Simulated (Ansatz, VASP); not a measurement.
**One calculation of Bi4F, two programs**

```
Bi F
1.0
     5.31145    0.00000    0.00000
     0.00000    5.31145    0.00000
     0.00000    0.00000    5.31145
Bi F
4 1
Direct
  0.28524 0.28524 0.28524
  0.71476 0.71476 0.28524
  0.28524 0.71476 0.71476
  0.71476 0.28524 0.71476
  0.00000 0.00000 0.00000
```

Change from the starting cell: species swapped into the SnI4 type (P-43m, No. 215).

Alike in both runs: functional PBE; k mesh 8 × 8 × 8; occupations gaussian, width 0.1 eV; no spin polarisation.

Ansatz relaxed the structure, and its values are those at the end. VASP's run is a single point on that final structure, the one shown.

|  | VASP | Ansatz |
| --- | --- | --- |
| version | VASP 6.6.1 | Ansatz 0.2.0 |
| potentials or method | VASP PAW PBE potentials, release 64 (Bi_d, F), cutoff 520 eV | scalar-relativistic, plane waves, PAW |
| valence electrons in the cell | 67 | 67 |

```csv
,VASP,Ansatz,Ansatz less VASP
gap on the k mesh at the Fermi level (eV),none,none,-
pressure (GPa),-0.1,0.0,+0.10
```

A gap of «none» marks a metal or a gap that the smearing closes.

Spin-orbit coupling is off throughout.
